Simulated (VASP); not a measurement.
BN, 12 atoms in the cell. Symmetry: P3m1, No. 156, trigonal system. Conventional cell: a = 2.554 Å, b = 2.554 Å, c = 17.181 Å, α = 90.00°, β = 90.00°, γ = 120.00°. B (site symmetry 3m) has 4 N at 1.57 to 1.58 Å within 2.1 Å. B (site symmetry 3m) has 4 N at 1.57 to 1.58 Å within 2.1 Å. Within 2.1 Å of B (site symmetry 3m) lie 4 N at 1.57 to 1.58 Å. Within 2.1 Å of B (site symmetry 3m) lie 3 N at 1.57 Å. Within 2.1 Å of B (site symmetry 3m) lie 4 N at 1.57 to 1.58 Å. B (site symmetry 3m) has 4 N at 1.57 to 1.58 Å within 2.1 Å. N (site symmetry 3m) has 4 B at 1.57 to 1.58 Å within 2.1 Å. Within 2.1 Å of N (site symmetry 3m) lie 4 B at 1.57 to 1.58 Å. 

| Item | Value |
| --- | --- |
| Program | VASP 6.6.1 |
| Task | single point |
| Functional | PBE |
| Potentials or basis | VASP PAW PBE potentials, release 64 (B, N) |
| Cutoff | 520 eV |
| k mesh | 10 × 10 × 2 |
| Occupations | gaussian, width 0.05 eV |
| Spin | no spin polarisation |
| Dipole correction | no |
| Further INCAR settings | ALGO = Normal; EDIFF = 1e-06; NBANDS = 36 |

Potentials or basis: VASP PAW PBE potentials, release 64 (B, N).

Command:

```bash
$ cat potpaw_PBE.64/B/POTCAR potpaw_PBE.64/N/POTCAR > POTCAR
$ mpirun -np 1 vasp_std > vasp.out
```

Hardware: 1 thread of Intel(R) Xeon(R) 6975P-C (Granite Rapids) (shared host).

Problem. How long does it take, and how much memory?

Solution. It took 98 s on 1 thread of Intel(R) Xeon(R) 6975P-C (Granite Rapids), on a shared host, peak memory 0.24 GiB. Counts: scf iterations 33, k points 28.
